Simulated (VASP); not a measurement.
# HfN (Fm-3m) in VASP: relaxation of cell and atoms with r2SCAN

Aim: the relaxation of cell and atoms of HfN with r2SCAN.

All numbers are computed with VASP 6.6.1; they aren't measurements. Logs are shortened: lines on timing, memory, paths and dates and some standing lists are left out, and cuts for length are marked.

## 1. The cell of the first run

Symmetry: Fm-3m, No. 225, cubic system. The conventional cell has a = 4.518 Å, b = 4.518 Å, c = 4.518 Å, α = 90.00°, β = 90.00°, γ = 90.00°. Within 3.0 Å of Hf (site symmetry m-3m) lie 6 N at 2.26 Å. N (site symmetry m-3m) has 6 Hf at 2.26 Å within 3.0 Å.

## 2. Relaxation of cell and atoms, r2SCAN

POSCAR reads:

```
HfN
1.0
    0.0000000000      2.2590000000      2.2590000000
    2.2590000000      0.0000000000      2.2590000000
    2.2590000000      2.2590000000      0.0000000000
Hf N
1 1
Direct
    0.0000000000      0.0000000000      0.0000000000
    0.5000000000      0.5000000000      0.5000000000
```

INCAR.step1 reads:

```
SYSTEM = HfN
ALGO     = Normal         ! electronic algorithm
EDIFF    = 1E-4           ! SCF threshold, eV
ENCUT    = 600            ! plane-wave cutoff, eV
GGA      = PE             ! functional
ISMEAR   = 0              ! smearing method
LASPH    = .TRUE.         ! aspherical terms in the spheres
LCHARG   = .FALSE.        ! write CHGCAR
LREAL    = .FALSE.        ! projectors in reciprocal space
LWAVE    = .TRUE.         ! write WAVECAR
NELM     = 100            ! most SCF steps
PREC     = Accurate       ! precision mode
SIGMA    = 0.1            ! smearing width, eV
```

INCAR.step2 reads:

```
SYSTEM = HfN
ALGO     = Normal         ! electronic algorithm
EDIFF    = 1E-6           ! SCF threshold, eV
EDIFFG   = -0.005         ! ionic threshold
ENCUT    = 600            ! plane-wave cutoff, eV
IBRION   = 2              ! ionic algorithm
ISIF     = 3              ! what is computed and relaxed
ISMEAR   = 0              ! smearing method
ISTART   = 1            
LASPH    = .TRUE.         ! aspherical terms in the spheres
LCHARG   = .FALSE.        ! write CHGCAR
LMIXTAU  = .TRUE.       
LREAL    = .FALSE.        ! projectors in reciprocal space
LWAVE    = .FALSE.        ! write WAVECAR
METAGGA  = R2SCAN         ! meta-GGA
NELM     = 100            ! most SCF steps
NSW      = 100            ! ionic steps
PREC     = Accurate       ! precision mode
SIGMA    = 0.1            ! smearing width, eV
```

KPOINTS reads:

```
k-points
0
G
  16 16 16
  0 0 0
```

Potentials or basis: VASP PAW PBE potentials, release 64 (Hf_pv, N).

Started as:

```console
$ cat potpaw_PBE.64/Hf_pv/POTCAR potpaw_PBE.64/N/POTCAR > POTCAR
$ cp INCAR.step1 INCAR
$ mpirun -np 1 vasp_std > vasp.out
$ cp INCAR.step2 INCAR
$ mpirun -np 1 vasp_std > vasp.out
```

OUTCAR:

```text
SYSTEM = HfN
   EDIFF = 1E-6
   EDIFFG = -0.005
   ENCUT = 600
   IBRION = 2
   ISIF = 3
   ISMEAR = 0
   ISTART = 1
   LASPH = .TRUE.
   LREAL = .FALSE.
   METAGGA = R2SCAN
   NELM = 100
   NSW = 100
   PREC = Accurate

 ion  position               nearest neighbor table
   1  0.000  0.000  0.000-   2 2.26   2 2.26   2 2.26   2 2.26   2 2.26   2 2.26
   2  0.500  0.500  0.500-   1 2.26   1 2.26   1 2.26   1 2.26   1 2.26   1 2.26

  LATTYP: Found a face centered cubic cell.
 ALAT       =     4.5180000000

  Lattice vectors:

 A1 = (   0.0000000000,   2.2590000000,   2.2590000000)
 A2 = (   2.2590000000,   0.0000000000,   2.2590000000)
 A3 = (   2.2590000000,   2.2590000000,   0.0000000000)

Analysis of symmetry for initial positions (statically):
=====================================================================
 Subroutine PRICEL returns:
 Original cell was already a primitive cell.

 Routine SETGRP: Setting up the symmetry group for a
 face centered cubic supercell.

 Subroutine GETGRP returns: Found 48 space group operations
 (whereof 48 operations were pure point group operations)
 out of a pool of 48 trial point group operations.

The static configuration has the point symmetry O_h .

Analysis of symmetry for dynamics (positions and initial velocities):
=====================================================================
 Subroutine PRICEL returns:
 Original cell was already a primitive cell.

 Routine SETGRP: Setting up the symmetry group for a
 face centered cubic supercell.

 Subroutine GETGRP returns: Found 48 space group operations
 (whereof 48 operations were pure point group operations)
 out of a pool of 48 trial point group operations.

The dynamic configuration has the point symmetry O_h .

 Subroutine INISYM returns: Found 48 space group operations
 (whereof 48 operations are pure point group operations),
 and found     1 'primitive' translations

----------------------------------------------------------------------------------------

                                     Primitive cell

  volume of cell :      23.0557

  direct lattice vectors                    reciprocal lattice vectors
     0.000000000  2.259000000  2.259000000    -0.221336875  0.221336875  0.221336875
     2.259000000  0.000000000  2.259000000     0.221336875 -0.221336875  0.221336875
     2.259000000  2.259000000  0.000000000     0.221336875  0.221336875 -0.221336875

  length of vectors
     3.194708437  3.194708437  3.194708437     0.383366713  0.383366713  0.383366713

  position of ions in fractional coordinates (direct lattice)
     0.000000000  0.000000000  0.000000000
[... 101 lines left out ...]
  Thomas-Fermi vector in A             =   2.539667
   LORBIT       =      0    0 simple, 1 ext, 2 COOP (PROOUT), +10 PAW based schemes
   METAGGA = R2SCAN    functional components
   LHFCALC =     F    Hartree Fock is set to
   AEXX    =    0.0000 exact exchange contribution
   IVDW    =     0    specifies the selected vdW correction
   LEPSILON=     F    determine dielectric tensor
   LRPA    =     F    only Hartree local field effects (RPA)
 conjugate gradient relaxation of ions
 non-spin polarized calculation
 Gauss-broadening in eV      SIGMA  =   0.10
  energy-cutoff  :      600.00
  volume of cell :       23.06
 maximum number of plane-waves:       785
 NGX is ok and might be reduce to    28
   NGX = 13   NGY = 13   NGZ = 13

--------------------------------------- Ionic step        1  -------------------------------------------

 number of electron      15.0000002 magnetization

 Free energy of the ion-electron system (eV)
  ---------------------------------------------------
  ext. energy  EPLUGINS =         0.00000000
  ---------------------------------------------------
  free energy    TOTEN  =       -58.23885856 eV

  energy without entropy =      -58.23600855  energy(sigma->0) =      -58.23743355

------------------------ aborting loop because EDIFF is reached ----------------------------------------

  FORCE on cell =-STRESS in cart. coord.  units (eV):
  Direction    XX          YY          ZZ          XY          YZ          ZX
  --------------------------------------------------------------------------------------
  -------------------------------------------------------------------------------------
  Total       -0.1778333     -0.1778333     -0.1778333      0.0000000     -0.0000000      0.0000000
  in kB      -12.3579055    -12.3579055    -12.3579055      0.0000000     -0.0000000      0.0000000
  external PRESSURE =     -12.3579055 kB  Pullay stress =       0.0000000 kB
[... 95 lines left out ...]
--------------------------------------- Ionic step        4  -------------------------------------------

 number of electron      15.0000002 magnetization

 Free energy of the ion-electron system (eV)
  ---------------------------------------------------
  ext. energy  EPLUGINS =         0.00000000
  ---------------------------------------------------
  free energy    TOTEN  =       -58.23920734 eV

  energy without entropy =      -58.23636368  energy(sigma->0) =      -58.23778551

 E-fermi :   8.5697     XC(G=0): -13.5877

 val. band max:        8.5670737880   @ k =  -0.1250   0.0625   0.0000
 cond. band min:       8.5837033012   @ k =   0.3750   0.1250   0.0000
 fundamental gap:      0.0166295133
 Fermi energy:         8.5697190701

 k-point     1 :       0.0000    0.0000    0.0000
  band No.  band energies     occupation
      1     -23.9492      2.00000
      2     -23.9492      2.00000
      3     -23.9492      2.00000
      4     -10.1580      2.00000
      5       5.1371      2.00000
      6       5.1371      2.00000
      7       5.1371      2.00000
      8       8.2294      2.00000
      9       8.2294      2.00000
     10       8.2294      2.00000
     11      10.6749      0.00000
[... 309 lines left out ...]
 k-point    24 :      -0.0625    0.0625    0.0000
  band No.  band energies     occupation
      1     -24.0481      2.00000
      2     -23.9734      2.00000
      3     -23.9507      2.00000
      4      -9.9206      2.00000
      5       4.1232      2.00000
      6       4.4682      2.00000
      7       4.8000      2.00000
      8       8.3782      1.99323
      9       8.4086      1.97729
     10       8.8565      0.00005
     11      10.7761      0.00000

 [... further k-points ...]

------------------------ aborting loop because EDIFF is reached ----------------------------------------

  FORCE on cell =-STRESS in cart. coord.  units (eV):
  Direction    XX          YY          ZZ          XY          YZ          ZX
  --------------------------------------------------------------------------------------
  -------------------------------------------------------------------------------------
  Total       -0.0011554     -0.0011554     -0.0011554      0.0000000     -0.0000000     -0.0000000
  in kB       -0.0806418     -0.0806418     -0.0806418      0.0000000     -0.0000000     -0.0000000
  external PRESSURE =      -0.0806418 kB  Pullay stress =       0.0000000 kB
[... 17 lines left out ...]
  FREE ENERGIE OF THE ION-ELECTRON SYSTEM (eV)
  ---------------------------------------------------
  free  energy   TOTEN  =       -58.2392073376 eV

  energy  without entropy=      -58.2363636806  energy(sigma->0) =      -58.23778551

 reached required accuracy - stopping structural energy minimisation
```

OSZICAR.step1:

```text
N       E                     dE             d eps       ncg     rms          rms(c)
DAV:   1     0.448481713271E+02    0.44848E+02   -0.89962E+03  3198   0.144E+03
DAV:   2    -0.222574695898E+02   -0.67106E+02   -0.63260E+02  4270   0.281E+02
DAV:   3    -0.247384338281E+02   -0.24810E+01   -0.24412E+01  4116   0.477E+01
DAV:   4    -0.247613368363E+02   -0.22903E-01   -0.22838E-01  3907   0.451E+00
DAV:   5    -0.247617590115E+02   -0.42218E-03   -0.42183E-03  4200   0.446E-01    0.490E+01
DAV:   6    -0.218382868238E+02    0.29235E+01   -0.15477E+01  3851   0.292E+01    0.407E+01
DAV:   7    -0.217820715424E+02    0.56215E-01   -0.71747E-01  3678   0.787E+00    0.265E+01
DAV:   8    -0.217721927221E+02    0.98788E-02   -0.14341E-01  3770   0.367E+00    0.684E+00
DAV:   9    -0.217599426950E+02    0.12250E-01   -0.66704E-02  3853   0.189E+00    0.155E+00
DAV:  10    -0.217595724247E+02    0.37027E-03   -0.20114E-03  3728   0.442E-01    0.452E-01
DAV:  11    -0.217595622208E+02    0.10204E-04   -0.34510E-04  3661   0.159E-01
   1 F= -.21759562E+02 E0= -.21758097E+02  d E =-.292947E-02
```

Run time: 5.9 min. Hardware: 1 thread of Intel Xeon Platinum 8488C (Sapphire Rapids), shared host; peak memory 0.21 GiB.

What came out:

| Item | Value |
| --- | --- |
| Free energy | -58.2392 eV |
| Relaxed volume | 11.48 Å³/atom |
| Relaxed cell | a = 3.190 Å, b = 3.190 Å, c = 3.190 Å, α = 60.00°, β = 60.00°, γ = 60.00° |
| Space group after relaxing (to 0.1 Å) | Fm-3m (No. 225) |
| Energy gained by relaxing | 0.2 meV/atom |
| Ionic steps | 4 |
| Pressure after relaxing | 0.0 GPa |
| Band gap on the k mesh | zero (an odd number of electrons rules out a gap without spin polarisation) |

The path:
```tsv
step	energy change (eV)	largest force (eV/Å)	pressure (GPa)	volume (Å³)
1	0.0000	0.0000	-1.24	23.06
2	0.0013	0.0000	2.53	22.76
3	-0.0004	0.0000	-0.09	22.96
4	-0.0003	0.0000	-0.01	22.96
```

Final structure:
```yaml
crystal:
  lattice:
    - [0.00000, 2.25572, 2.25572]
    - [2.25572, 0.00000, 2.25572]
    - [2.25572, 2.25572, 0.00000]
  atoms:
    - { symbol: Hf, position: [0.00000, 0.00000, 0.00000] }
    - { symbol: N, position: [0.50000, 0.50000, 0.50000] }
```

Levels at points of the mesh, in eV from the Fermi level:
```tsv
k point	band 6	band 7	band 8	band 9	band 10	band 11
(0.00, 0.00, 0.00)	-3.43	-3.43	-0.34	-0.34	-0.34	2.11
(0.50, 0.00, 0.00)	-6.67	-6.67	3.41	3.80	3.80	4.63
(0.50, 0.50, 0.00)	-4.14	-4.14	-3.91	4.16	5.59	5.59
```

Caveat: the PAW data sets were made with another functional, which shifts forces and pressure a little; spin-orbit coupling is left out, which moves the levels of the heavy elements; an odd number of electrons without spin polarisation forces a metal; a magnetic or distorted state may lie lower.
